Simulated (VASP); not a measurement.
A run of VASP 6.6.1 is set up as follows.

File POSCAR:

```
Zn
1.0
    2.5693060427     -0.0004754255      0.0000000000
   -1.2850699506      2.2548796647      0.0000000000
    0.0000000000      0.0000000000      4.9873229008
Zn
2
Direct
    0.3333701682      0.6667145317      0.2500000000
    0.6666298318      0.3332854683      0.7500000000
```

File INCAR.step1:

```
SYSTEM = Zn
PREC = Accurate
ENCUT = 520
ISMEAR = 0
SIGMA = 0.1
LREAL = .FALSE.
LASPH = .TRUE.
NELM = 60
NBANDS = 19
GGA = PE
ALGO = Normal
EDIFF = 1E-4
LWAVE = .TRUE.
LCHARG = .FALSE.
```

Contents of INCAR.step2:

```
SYSTEM = Zn
PREC = Accurate
ENCUT = 520
EDIFF = 1E-6
ISMEAR = 0
SIGMA = 0.1
LREAL = .FALSE.
LASPH = .TRUE.
NELM = 60
ALGO = Normal
ISIF = 2
LWAVE = .FALSE.
LCHARG = .FALSE.
METAGGA = R2SCAN
LMIXTAU = .TRUE.
NBANDS = 19
ISTART = 1
```

Contents of KPOINTS:

```
regular mesh
0
G
  24 24 10
  0 0 0
```

Potentials or basis: VASP PAW PBE potentials, release 64 (Zn).

Run with:

```sh
$ cat potpaw_PBE.64/Zn/POTCAR > POTCAR
$ cp INCAR.step1 INCAR
$ mpirun -np 1 vasp_std > vasp.out
$ cp INCAR.step2 INCAR
$ mpirun -np 1 vasp_std > vasp.out
```

Estimate the pressure.

1.4 GPa.

Predict the largest force.

0.005 eV/Å.

Estimate the band gap on the k mesh.

zero (bands 12 and 13 overlap by 5.17 eV).

Forces on the atoms (eV/Å):
```
Zn   0.000 -0.005  0.000
Zn   0.000  0.005  0.000
```

Caveat: the cell differs from its parent crystal (uniaxial strain along a: -1.0 %, then relaxed in part); the PAW data sets were made with another functional, which shifts forces and pressure a little.
